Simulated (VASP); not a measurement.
Write the native input for VASP 6.6.1 that does the following.

```
Task                   : single point
Functional             : PBEsol
Dispersion             : D3(BJ)
Potentials or basis    : VASP PAW PBE potentials, release 64 (Mg, S)
Cutoff                 : 600 eV
k mesh                 : 1 × 1 × 1
Occupations            : gaussian, width 0.1 eV
Spin                   : no spin polarisation
Dipole correction      : no
Further INCAR settings : ALGO = Normal; EDIFF = 1e-06; NBANDS = 11
```

The structure of MgS lies in POSCAR:

```
MgS
1.0
    0.0000000000      2.8331200468      2.8331200468
    2.8331200468      0.0000000000      2.8331200468
    2.8331200468      2.8331200468      0.0000000000
Mg S
1 1
Direct
    0.0000000000      0.0000000000      0.0000000000
    0.7500000000      0.7500000000      0.7500000000
```

One way to write it, as run:

INCAR

```
SYSTEM = MgS
ALGO = Normal ; EDIFF = 1E-6
ENCUT = 600 ; GGA = PS
GGA_COMPAT = .FALSE. ; ISIF = 2
ISMEAR = 0 ; IVDW = 12
LASPH = .TRUE. ; LCHARG = .FALSE.
LREAL = .FALSE. ; LWAVE = .FALSE.
NBANDS = 11 ; NELM = 120
PREC = Accurate ; SIGMA = 0.1
```

KPOINTS

```
k-points
0
G
  1 1 1
  0 0 0
```

Potentials or basis: VASP PAW PBE potentials, release 64 (Mg, S).

The run is started by

```sh
$ cat potpaw_PBE.64/Mg/POTCAR potpaw_PBE.64/S/POTCAR > POTCAR
$ mpirun -np 1 vasp_gam > vasp.out
```

It gave:

- Pressure: 17.8 GPa
- Band gap on the k mesh: 2.85 eV
- Dispersion energy per atom: -0.235 eV

Caveat: the k points lie up to 1.92 Å⁻¹ apart; three body term missing; the PAW data sets were made with another functional, which shifts forces and pressure a little.

It took 7.7 s on 1 thread of AMD EPYC 7R13 (shared host), peak memory 0.14 GiB.
